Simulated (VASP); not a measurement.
Write the native input for VASP 6.6.1 that does the following.

| Property | Result |
| --- | --- |
| Task | single point |
| Functional | PBE |
| Potentials or basis | VASP PAW PBE potentials, release 64 (Pb_d, O) |
| Cutoff | 520 eV |
| k mesh | 12 × 12 × 10 |
| Occupations | gaussian, width 0.05 eV |
| Spin | no spin polarisation |
| Dipole correction | no |
| Further INCAR settings | ALGO = Normal; EDIFF = 1e-07; NBANDS = 17 |

The structure of PbO lies in POSCAR:

```
PbO
1.0
    3.5100420459      0.0000000000      0.0000000000
   -1.7550210229      3.0397855801      0.0000000000
    0.0000000000      0.0000000000      3.2684028881
Pb O
1 1
Direct
    0.0000000000      0.0000000000      0.0000000000
    0.6666666667      0.3333333333      0.5000000000
```

The input as run:

INCAR

```
PREC     = Accurate       # precision mode
ENCUT    = 520            # plane-wave cutoff, eV
EDIFF    = 1E-7           # SCF threshold, eV
ISMEAR   = 0              # smearing method
SIGMA    = 0.05           # smearing width, eV
LREAL    = F              # projectors in reciprocal space
LASPH    = T              # aspherical terms in the spheres
NELM     = 60             # most SCF steps
ALGO     = Normal         # electronic algorithm
ISIF     = 2              # what is computed and relaxed
LWAVE    = F              # write WAVECAR
LCHARG   = T              # write CHGCAR
GGA      = PE             # functional
LELF     = T              # ELF
LVHAR    = T            
NBANDS   = 17             # bands
```

KPOINTS

```
regular mesh
0
Gamma
  12 12 10
```

Potentials or basis: VASP PAW PBE potentials, release 64 (Pb_d, O).

Launch:

```console
$ cat potpaw_PBE.64/Pb_d/POTCAR potpaw_PBE.64/O/POTCAR > POTCAR
$ mpirun -np 1 vasp_std > vasp.out
```

It gave:

The pressure is 3.6 GPa. The band gap on the k mesh is zero (bands 10 and 11 overlap by 0.03 eV).

Caveat: the cell stands under pressure; semilocal functionals underestimate gaps, and a narrow one can read as zero; spin-orbit coupling is left out, which moves the levels of the heavy elements.

It took 100 s on 1 thread of Intel Xeon 8259CL (shared host), peak memory 0.2 GiB.
